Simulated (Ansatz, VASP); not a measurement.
**One calculation of MgTlSe, two programs**

File INCAR:

```
PREC     = Accurate       # precision mode
ENCUT    = 600            # plane-wave cutoff, eV
EDIFF    = 1E-6           # SCF threshold, eV
ISMEAR   = 0              # smearing method
SIGMA    = 0.1            # smearing width, eV
LREAL    = F              # projectors in reciprocal space
LASPH    = T              # aspherical terms in the spheres
NELM     = 100            # most SCF steps
ALGO     = Normal         # electronic algorithm
ISIF     = 3              # what is computed and relaxed
LWAVE    = F              # write WAVECAR
LCHARG   = F              # write CHGCAR
GGA      = PE             # functional
IBRION   = 2              # ionic algorithm
NSW      = 100            # ionic steps
EDIFFG   = -0.01          # ionic threshold
```

The input KPOINTS:

```
regular mesh
0
Gamma
  12 12 8
```

The input POSCAR:

```
MgTlSe
1.0
    3.6928970931      0.0000000000      0.0000000000
    0.0000000000      3.6928970931      0.0000000000
    0.0000000000      0.0000000000      6.7165754861
Mg Tl Se
1 1 1
Direct
    0.0000000000      0.0000000000      0.0000000000
    0.5000000000      0.5000000000      0.5000000000
    0.5000000000      0.5000000000      0.0000000000
```

Input for Ansatz:

```yaml
crystal:
  lattice:
    - [3.6928970931, 0.0, 0.0]
    - [0.0, 3.6928970931, 0.0]
    - [0.0, 0.0, 6.7165754861]
  atoms:
    - { symbol: Mg, position: [0.0, 0.0, 0.0] }
    - { symbol: Tl, position: [0.5, 0.5, 0.5] }
    - { symbol: Se, position: [0.5, 0.5, 0.0] }
basis:
  ecutwfc: 420
kpoints:
  mp_grid: { grid: [12, 12, 8] }
hamiltonian:
  xc: pbe
scf:
  occupations: { method: gaussian, width: 0.1 }
output:
  forces: true
  stress: true
  eigenvalues: true
  write_density: true
  write_potential: true
  elf: true
  volumetric_format: npy
relax:
  adjacent_minimum: "off"
  f_tol: 0.01
  max_steps: 80
  cell: { stress_tol: 0.05 }
```

Change from the starting cell: species swapped into the MgNiH type (P4/mmm, No. 123).

Alike in both runs: task relaxation of cell and atoms; functional PBE; k mesh 12 × 12 × 8; occupations gaussian, width 0.1 eV; no spin polarisation.

|  | VASP | Ansatz |
| --- | --- | --- |
| version | VASP 6.6.1 | Ansatz 0.2.0 |
| potentials or method | VASP PAW PBE potentials, release 64 (Mg, Tl_d, Se), cutoff 600 eV | scalar-relativistic, plane waves, PAW |
| valence electrons in the cell | 21 | 39 |

VASP gave:

| Quantity | Value |
| --- | --- |
| gap on the k mesh at the Fermi level, each at its own relaxed structure (eV) | none |
| relaxed volume (Å³/atom) | 30.53 |
| relaxed cell length with the largest relative difference (Å) | 6.703 |

Which values does Ansatz return?

gap on the k mesh at the Fermi level, each at its own relaxed structure (eV): none; relaxed volume (Å³/atom): 30.51; relaxed cell length with the largest relative difference (Å): 6.699.

A gap of «none» marks a metal or a gap that the smearing closes. VASP's potentials hold 21 valence electrons a cell and Ansatz's 39, so a difference there can come from the potentials and not from the codes.

Spin-orbit coupling is off throughout.
